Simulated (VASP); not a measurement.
# TiAl3 in VASP: notebook, part 2 of 2

VASP 6.6.1. The steps go on from the part before.

## Step 3: Single point, PBE, collinear spin, ferromagnetic start

INCAR reads:

```
SYSTEM = TiAl3
ALGO     = Fast           ! electronic algorithm
EDIFF    = 1E-6           ! SCF threshold, eV
ENCUT    = 520            ! plane-wave cutoff, eV
GGA      = PE             ! functional
ISIF     = 2              ! what is computed and relaxed
ISMEAR   = 0              ! smearing method
ISPIN    = 2              ! spin polarisation
LASPH    = .TRUE.         ! aspherical terms in the spheres
LCHARG   = .FALSE.        ! write CHGCAR
LMAXMIX  = 4              ! l up to which the mixer works
LORBIT   = 11             ! projections on sites
LREAL    = .FALSE.        ! projectors in reciprocal space
LWAVE    = .FALSE.        ! write WAVECAR
MAGMOM   = 1 0 0 0        ! initial moments
NBANDS   = 22             ! bands
NELM     = 150            ! most SCF steps
PREC     = Accurate       ! precision mode
SIGMA    = 0.1            ! smearing width, eV
```

KPOINTS reads:

```
k-points
0
G
  6 6 2
  0 0 0
```

POSCAR reads:

```
TiAl3
1.0
    2.8019526804      0.0000000000      0.0000000000
    0.0000000000      2.8019526804      0.0000000000
    0.0000000000      0.0000000000      9.3176968126
Ti Al
1 3
Direct
    0.0000000000      0.0000000000      0.5000000000
    0.5000000000      0.5000000000      0.7150668654
    0.5000000000      0.5000000000      0.2849331346
    0.5000000000      0.5000000000      0.0000000000
```

Potentials or basis: VASP PAW PBE potentials, release 64 (Ti_sv, Al).

On the command line:

```sh
> cat potpaw_PBE.64/Ti_sv/POTCAR potpaw_PBE.64/Al/POTCAR > POTCAR
> mpirun -np 1 vasp_std > vasp.out
```

OUTCAR:

```text
SYSTEM = TiAl3
   EDIFF = 1E-6
   ENCUT = 520
   GGA = PE
   ISIF = 2
   ISMEAR = 0
   ISPIN = 2
   LASPH = .TRUE.
   LORBIT = 11
   LREAL = .FALSE.
   NELM = 150
   PREC = Accurate

 ion  position               nearest neighbor table
   1  0.000  0.000  0.500-   2 2.82   3 2.82   2 2.82   3 2.82   2 2.82   3 2.82   2 2.82   3 2.82

   2  0.500  0.500  0.715-   4 2.65   1 2.82   1 2.82   1 2.82   1 2.82
   3  0.500  0.500  0.285-   4 2.65   1 2.82   1 2.82   1 2.82   1 2.82
   4  0.500  0.500  0.000-   2 2.65   3 2.65

  LATTYP: Found a simple tetragonal cell.
[... 1225 lines left out ...]
  volume of cell :       73.15
      direct lattice vectors                 reciprocal lattice vectors
     2.801952680  0.000000000  0.000000000     0.356893964  0.000000000  0.000000000
     0.000000000  2.801952680  0.000000000     0.000000000  0.356893964  0.000000000
     0.000000000  0.000000000  9.317696813     0.000000000  0.000000000  0.107322659

 POSITION                                       TOTAL-FORCE (eV/Angst)
 -----------------------------------------------------------------------------------
      0.00000      0.00000      4.65885        -0.000000     -0.000000      0.000000
      1.40098      1.40098      6.66278         0.000000      0.000000     -0.025000
      1.40098      1.40098      2.65492         0.000000     -0.000000      0.025000
      1.40098      1.40098      0.00000        -0.000000     -0.000000      0.000000
 -----------------------------------------------------------------------------------
    total drift:                                0.000000      0.000000      0.000000

  FREE ENERGIE OF THE ION-ELECTRON SYSTEM (eV)
  ---------------------------------------------------
  free  energy   TOTEN  =       -19.2872078436 eV

  energy  without entropy=      -19.2767497182  energy(sigma->0) =      -19.28197878

 total charge

# of ion       s       p       d       tot
------------------------------------------
    1        2.207   6.123   1.982  10.312
    2        0.430   0.373   0.000   0.803
    3        0.430   0.373   0.000   0.803
    4        0.460   0.327   0.000   0.787
--------------------------------------------------
tot          3.527   7.196   1.982  12.706

 magnetization (x)

# of ion       s       p       d       tot
------------------------------------------
    1        0.000   0.000   0.000   0.000
    2       -0.000  -0.000   0.000  -0.000
    3       -0.000  -0.000   0.000  -0.000
    4        0.000   0.000   0.000   0.000
--------------------------------------------------
tot          0.000  -0.000   0.000   0.000
```

stdout:

```text
POSCAR found type information on POSCAR TiAl
 POSCAR found :  2 types and       4 ions
 scaLAPACK will be used
 LDA part: xc-table for (Slater+PW92), standard interpolation
 POSCAR, INCAR and KPOINTS ok, starting setup
 FFT: planning ... GRIDC
 FFT: planning ... GRID_SOFT
 FFT: planning ... GRID
 WAVECAR not read
 entering main loop
```

Run time: 43 s. Hardware: 1 thread of Intel Xeon 6975P-C (Granite Rapids), shared host; peak memory 0.24 GiB.

What came out:

```
Free energy                                           : -19.2872 eV
Pressure                                              : -0.2 GPa
Largest force                                         : 0.025 eV/Å
Net moment                                            : 0.00 μB per cell
Valence electrons inside the program's atomic spheres : Ti 10.31; Al 0.80, 0.79
```

Forces in eV/Å, atoms in the order of the input:
```
Ti   0.000  0.000  0.000
Al   0.000  0.000 -0.025
Al   0.000  0.000  0.025
Al   0.000  0.000  0.000
```

Levels at points of the mesh, in eV from the Fermi level:
Spin up:
```
           k point  band 6  band 7  band 8  band 9  band 10  band 11  band 12  band 13  band 14  band 15
(0.00, 0.00, 0.00)   -7.76   -7.10   -2.60   -2.51    -0.76     1.14     2.12     2.12     3.43     5.42
(0.50, 0.00, 0.00)   -4.53   -4.16   -2.84   -2.75    -2.28    -1.06    -0.14     1.82     2.37     2.56
(0.50, 0.50, 0.00)   -1.62   -1.62   -0.59   -0.59    -0.26     0.54     0.78     1.38     1.38     2.71
(0.00, 0.00, 0.50)   -8.60   -5.92   -4.51   -0.85    -0.76     1.08     2.12     2.12     3.43     4.35
(0.50, 0.00, 0.50)   -4.30   -3.82   -3.67   -3.12    -1.23    -0.82    -0.43     1.82     1.94     2.05
(0.50, 0.50, 0.50)   -1.70   -1.70   -0.48    0.01     0.01     0.33     0.33     0.59     1.26     2.39
```
Spin down:
```
           k point  band 8  band 9  band 10  band 11  band 12  band 13
(0.00, 0.00, 0.00)   -2.60   -2.51    -0.76     1.14     2.12     2.12
(0.50, 0.00, 0.00)   -2.84   -2.75    -2.28    -1.06    -0.14     1.82
(0.50, 0.50, 0.00)   -0.59   -0.59    -0.26     0.54     0.78     1.38
(0.00, 0.00, 0.50)   -4.51   -0.85    -0.76     1.08     2.12     2.12
(0.50, 0.00, 0.50)   -3.67   -3.12    -1.23    -0.82    -0.43     1.82
(0.50, 0.50, 0.50)   -0.48    0.01     0.01     0.33     0.33     0.59
```

Caveat: the k points lie up to 0.37 Å⁻¹ apart.

## Step 4: Single point, PBE

This run uses another cell than the first one, of 18.24 Å³/atom, 0.997 times its volume.

INCAR reads:

```
SYSTEM = TiAl3
PREC     = Accurate       ! precision mode
ENCUT    = 520            ! plane-wave cutoff, eV
EDIFF    = 1E-6           ! SCF threshold, eV
ISMEAR   = 0              ! smearing method
SIGMA    = 0.1            ! smearing width, eV
LREAL    = .False.        ! projectors in reciprocal space
LASPH    = .True.         ! aspherical terms in the spheres
NELM     = 100            ! most SCF steps
ALGO     = Fast           ! electronic algorithm
ISIF     = 2              ! what is computed and relaxed
LWAVE    = .False.        ! write WAVECAR
LCHARG   = .True.         ! write CHGCAR
GGA      = PE             ! functional
LELF     = .True.         ! ELF
LVHAR    = .True.       
NBANDS   = 18             ! bands
```

KPOINTS reads:

```
Automatic mesh
0
Gamma
  16 16 6
  0 0 0
```

POSCAR reads:

```
TiAl3
1.0
    2.7947800000      0.0000000000      0.0000000000
    0.0000000000      2.7947800000      0.0000000000
    0.0000000000      0.0000000000      9.3393154558
Ti Al
1 3
Direct
    0.0000000000      0.0000000000      0.5000000000
    0.5000000000      0.5000000000      0.7151542468
    0.5000000000      0.5000000000      0.2848457532
    0.5000000000      0.5000000000      0.0000000000
```

On the command line:

```sh
> cat potpaw_PBE.64/Ti_sv/POTCAR potpaw_PBE.64/Al/POTCAR > POTCAR
> mpirun -np 1 vasp_std > vasp.out
```

Run time: 3.1 min. Hardware: 1 thread of Intel Xeon 6975P-C (Granite Rapids), shared host; peak memory 0.36 GiB.

Results (log left out):

- Free energy: -19.3116 eV
- Pressure: 0.0 GPa

Levels at points of the mesh, in eV from the Fermi level:
```tsv
k point	band 6	band 7	band 8	band 9	band 10	band 11	band 12	band 13	band 14	band 15
(0.00, 0.00, 0.00)	-7.74	-7.06	-2.58	-2.48	-0.72	1.15	2.17	2.17	3.50	5.41
(0.50, 0.00, 0.00)	-4.49	-4.12	-2.77	-2.73	-2.22	-1.01	-0.11	1.88	2.42	2.62
(0.50, 0.50, 0.00)	-1.58	-1.58	-0.50	-0.50	-0.13	0.58	0.89	1.46	1.46	2.76
(0.00, 0.00, 0.50)	-8.58	-5.90	-4.47	-0.83	-0.72	1.08	2.17	2.17	3.50	4.35
(0.50, 0.00, 0.50)	-4.24	-3.78	-3.61	-3.07	-1.19	-0.75	-0.40	1.88	1.97	2.08
(0.50, 0.50, 0.50)	-1.65	-1.65	-0.35	0.07	0.07	0.43	0.43	0.63	1.37	2.47
```

## Step 5: Relaxation of cell and atoms, PBE

INCAR reads:

```
  PREC = Accurate
  ENCUT = 600
  EDIFF = 1E-6
  ISMEAR = 0
  SIGMA = 0.1
  LREAL = False
  LASPH = True
  NELM = 100
  ALGO = Fast
  ISIF = 3
  LWAVE = False
  LCHARG = False
  GGA = PE
  IBRION = 2
  NSW = 100
  EDIFFG = -0.01
```

KPOINTS reads:

```
Automatic mesh
0
Gamma
  16 16 6
```

POSCAR reads:

```
TiAl3
1.0
    2.8019526804      0.0000000000      0.0000000000
    0.0000000000      2.8019526804      0.0000000000
    0.0000000000      0.0000000000      9.3176968126
Ti Al
1 3
Direct
    0.0000000000      0.0000000000      0.5000000000
    0.5000000000      0.5000000000      0.7150668654
    0.5000000000      0.5000000000      0.2849331346
    0.5000000000      0.5000000000      0.0000000000
```

On the command line:

```sh
> cat potpaw_PBE.64/Ti_sv/POTCAR potpaw_PBE.64/Al/POTCAR > POTCAR
> mpirun -np 1 vasp_std > vasp.out
```

It took 6.7 min on 1 thread of Intel Xeon 6975P-C (Granite Rapids), shared host; peak memory 0.4 GiB.

The run converged. Its results:

```yaml
Free_energy: -19.3118 eV
Relaxed_volume: 18.23 Å³/atom
Relaxed_cell: a = 2.795 Å, b = 2.795 Å, c = 9.337 Å, α = 90.00°, β = 90.00°, γ = 90.00°
Space_group_after_relaxing_to_0.05_Å: P4/mmm (No. 123)
Energy_gained_by_relaxing: 0.2 meV/atom
Ionic_steps: 7
Pressure_after_relaxing: 0.0 GPa
Largest_force_after_relaxing: 0.006 eV/Å
```

Forces in eV/Å, atoms in the order of the input:
```
Ti   0.000  0.000  0.000
Al   0.000  0.000  0.006
Al   0.000  0.000 -0.006
Al   0.000  0.000  0.000
```

Step by step:
| step | energy change (eV) | largest force (eV/Å) | pressure (GPa) | volume (Å³) |
| --- | --- | --- | --- | --- |
| 1 | 0.0000 | 0.0094 | -0.21 | 73.15 |
| 2 | -0.0007 | 0.0116 | 0.02 | 72.89 |
| 3 | -0.0007 | 0.0139 | 0.07 | 72.86 |
| 4 | -0.0007 | 0.0127 | 0.07 | 72.87 |
| 5 | -0.0007 | 0.0118 | 0.10 | 72.88 |
| 6 | -0.0007 | 0.0127 | 0.04 | 72.89 |
| 7 | -0.0007 | 0.0065 | 0.01 | 72.93 |

Final structure:
```yaml
crystal:
  lattice:
    - [2.79477, 0.00000, 0.00000]
    - [0.00000, 2.79477, 0.00000]
    - [0.00000, 0.00000, 9.33710]
  atoms:
    - { symbol: Ti, position: [0.00000, 0.00000, 0.50000] }
    - { symbol: Al, position: [0.50000, 0.50000, 0.71508] }
    - { symbol: Al, position: [0.50000, 0.50000, 0.28492] }
    - { symbol: Al, position: [0.50000, 0.50000, 0.00000] }
```

Levels at points of the mesh, in eV from the Fermi level:
| k point | band 6 | band 7 | band 8 | band 9 | band 10 | band 11 | band 12 | band 13 | band 14 |
| --- | --- | --- | --- | --- | --- | --- | --- | --- | --- |
| (0.00, 0.00, 0.00) | -7.74 | -7.06 | -2.58 | -2.48 | -0.72 | 1.15 | 2.17 | 2.17 | 3.50 |
| (0.50, 0.00, 0.00) | -4.49 | -4.12 | -2.77 | -2.73 | -2.22 | -1.01 | -0.11 | 1.88 | 2.42 |
| (0.50, 0.50, 0.00) | -1.58 | -1.58 | -0.51 | -0.51 | -0.13 | 0.58 | 0.89 | 1.46 | 1.46 |
| (0.00, 0.00, 0.50) | -8.58 | -5.90 | -4.47 | -0.83 | -0.72 | 1.08 | 2.17 | 2.17 | 3.50 |
| (0.50, 0.00, 0.50) | -4.24 | -3.78 | -3.61 | -3.07 | -1.19 | -0.75 | -0.40 | 1.88 | 1.97 |
| (0.50, 0.50, 0.50) | -1.65 | -1.65 | -0.34 | 0.07 | 0.07 | 0.43 | 0.43 | 0.63 | 1.38 |

## Step 6: Summary

```csv
task,spin,cell,k mesh,cutoff (eV),gap on the mesh (eV),pressure (GPa),largest force (eV/Å)
single point,off,"a = 2.802, b = 2.802, c = 9.318 Å, angles 90.0, 90.0, 90.1°, 4 atoms",6 × 6 × 4,520,none,-0.1,-
single point,"collinear, ferromagnetic start","a = 2.802, b = 2.802, c = 9.318 Å, 4 atoms",6 × 6 × 2,520,none,-0.2,0.03
single point,off,"a = 2.795, b = 2.795, c = 9.339 Å, 4 atoms",16 × 16 × 6,520,none,0.0,-
relaxation of cell and atoms,off,"relaxed from a = 2.802, b = 2.802, c = 9.318 Å, 4 atoms",16 × 16 × 6,600,none,0.0,0.01
```

Alike in all rows: level PBE; potentials or basis VASP PAW PBE potentials, release 64 (Ti_sv, Al); smearing gaussian 0.1 eV.

Caveats: some runs use coarse meshes.

Absolute energies hang on the potentials; compare differences alone.
